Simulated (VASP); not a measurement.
Write the native input for VASP 6.6.1 that does the following.

- Task: single point
- Functional: PBE
- Potentials or basis: VASP PAW PBE potentials, release 64 (Fe, O)
- Cutoff: 600 eV
- k mesh: 20 × 20 × 20
- Occupations: gaussian, width 0.15 eV
- Spin: collinear spin, ferromagnetic start
- Starting moments: [3.79, 0.35] μB
- Dipole correction: no
- Further INCAR settings: ALGO = Normal; EDIFF = 1e-06; NBANDS = 18

The structure of FeO lies in POSCAR:

```
FeO
1.0
    0.0000000000      2.0691840000      2.3278320000
    2.0691840000      0.0000000000      2.3278320000
    2.0691840000      2.0691840000      0.0000000000
Fe O
1 1
Direct
    0.0000000000      0.0000000000      0.0000000000
    0.5000000000      0.5000000000      0.5000000000
```

This cell differs from its parent crystal: strain -0.040 along x and y, +0.080 along z.

One way to write it, as run:

INCAR

```
SYSTEM = FeO
  PREC = Accurate
  ENCUT = 600
  EDIFF = 1E-6
  ISMEAR = 0
  SIGMA = 0.15
  LREAL = .False.
  LASPH = .True.
  NELM = 200
  ALGO = Normal
  ISIF = 2
  LWAVE = .False.
  LCHARG = .False.
  ISPIN = 2
  MAGMOM = 3.79 0.35
  LORBIT = 11
  LMAXMIX = 4
  GGA = PE
  NBANDS = 18
  GGA_COMPAT = .False.
```

KPOINTS

```
regular mesh
0
Gamma
  20 20 20
  0 0 0
```

Potentials or basis: VASP PAW PBE potentials, release 64 (Fe, O).

Run with:

```console
$ cat potpaw_PBE.64/Fe/POTCAR potpaw_PBE.64/O/POTCAR > POTCAR
$ mpirun -np 1 vasp_std > vasp.out
```

It gave:

The pressure is 3.5 GPa and the net moment is 3.90 μB per cell. The site moments are Fe +3.53; O +0.29 μB and the valence electrons inside the program's atomic spheres are Fe 6.80; O 5.00.

Caveat: the cell differs from its parent crystal (strain -0.040 along x and y, +0.080 along z); the cell stands under pressure; a cell with one magnetic atom can't hold antiferromagnetic order, which such compounds often take.

Run time: 6.3 min on 1 thread of AMD EPYC 9R45 96-Core Processor (Zen 5) (shared host), peak memory 0.48 GiB.
